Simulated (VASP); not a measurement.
Input of a VASP 6.6.1 run:

Contents of INCAR:

```
PREC = Accurate
ENCUT = 520
EDIFF = 1E-6
ISMEAR = 0
SIGMA = 0.05
LREAL = False
LASPH = True
NELM = 60
ALGO = Normal
ISIF = 2
LWAVE = False
LCHARG = True
GGA = PE
LELF = True
LVHAR = True
NBANDS = 16
```

The input KPOINTS:

```
regular mesh
0
Gamma
  8 8 8
```

Contents of POSCAR:

```
CdS
1.0
    0.0000000000      2.7936000000      2.9100000000
    2.7936000000      0.0000000000      2.9100000000
    2.7936000000      2.7936000000      0.0000000000
Cd S
1 1
Direct
    0.0000000000      0.0000000000      0.0000000000
    0.7500000000      0.7500000000      0.7500000000
```

Potentials or basis: VASP PAW PBE potentials, release 64 (Cd, S).

Run with:

```sh
$ cat potpaw_PBE.64/Cd/POTCAR potpaw_PBE.64/S/POTCAR > POTCAR
$ mpirun -np 1 vasp_std > vasp.out
```

**Question.** Estimate the pressure.

**Answer.** 10.4 GPa.

**Question.** Predict the band gap on the k mesh.

**Answer.** 1.29 eV.

Stress tensor (GPa, compression positive):
```
10.52  0.00  0.00
 0.00 10.52  0.00
 0.00  0.00 10.11
```

Caveat: the cell differs from its parent crystal (strain -0.040 along x and y, +0.000 along z); the cell stands under pressure.
